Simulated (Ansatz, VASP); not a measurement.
## CaTiO5: VASP beside Ansatz

```xyz
14
Lattice="2.7502 3.1319 3.2985 2.7502 -3.1319 3.2985 3.0987 0.0000 -6.5969" Properties=species:S:1:pos:R:3 pbc="T T T"
Ti    0.0000    0.0000    0.0000
Ti    1.5493    0.0000   -3.2985
O     5.0742    2.5656   -1.6492
O     3.5249   -2.5656    1.6492
O     4.2649    1.2571    0.2771
O     2.7849    1.2571    3.0214
O     4.3342   -1.2571   -0.2771
O     5.8142   -1.2571   -3.0214
O     5.4245   -0.1290    2.5682
O     1.6253   -0.1290    0.7303
O     3.1746    0.1290   -2.5682
O     6.9738    0.1290   -0.7303
Ca    5.0742    0.2618   -1.6492
Ca    3.5249   -0.2618    1.6492
```

Alike in both runs: task single point; functional PBE; k mesh 5 × 5 × 4; occupations fermi-dirac, width 0.0184 eV; no spin polarisation.

|  | VASP | Ansatz |
| --- | --- | --- |
| version | VASP 6.6.1 | Ansatz 0.2.0 |
| potentials or method | VASP PAW PBE potentials, release 64 (Ti_sv, O, Ca_sv), cutoff 520 eV | PAW plane waves |
| valence electrons in the cell | 104 | 104 |

```tsv
	VASP	Ansatz	Ansatz less VASP
pressure (GPa)	21.6	21.1	-0.56
traceless stress, the component that is largest in VASP (GPa)	6.60	6.51	-0.094
rms of the force components (eV/Å)	0.421	0.418	-0.0034
```

Atom by atom the forces differ by 0.007 eV/Å (rms over components).
